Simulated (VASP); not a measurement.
CdTe, 2 atoms in the cell. Symmetry: I-4m2, No. 119, tetragonal system. The conventional cell has a = 4.497 Å, b = 4.497 Å, c = 6.666 Å, α = 90.00°, β = 90.00°, γ = 90.00°. Within 3.7 Å of Cd (site symmetry -4m2) lie 4 Te at 2.80 Å. Within 3.7 Å of Te (site symmetry -4m2) lie 4 Cd at 2.80 Å.  This cell differs from its parent crystal: in-plane strain -0.02, then relaxed in part.

```yaml
Program: VASP 6.6.1
Task: single point
Functional: PBEsol
Potentials_or_basis: VASP PAW PBE potentials, release 64 (Cd, Te)
Cutoff: 520 eV
k_mesh: 6 × 6 × 6
Occupations: gaussian, width 0.01 eV
Spin: no spin polarisation
Dipole_correction: no
Further_INCAR_settings: ALGO = Normal; EDIFF = 1e-06; NBANDS = 16
```

Potentials or basis: VASP PAW PBE potentials, release 64 (Cd, Te).

The run is started by

```sh
$ cat potpaw_PBE.64/Cd/POTCAR potpaw_PBE.64/Te/POTCAR > POTCAR
$ mpirun -np 1 vasp_std > vasp.out
```

Hardware: 1 thread of AMD EPYC 7R13 Processor (Zen 3), with other jobs on the host.

Task: Estimate the wall time of this run.

Result: It took 29 s on 1 thread of AMD EPYC 7R13 Processor (Zen 3), on a shared host, peak memory 0.19 GiB. Counts: scf iterations 13, k points 30.
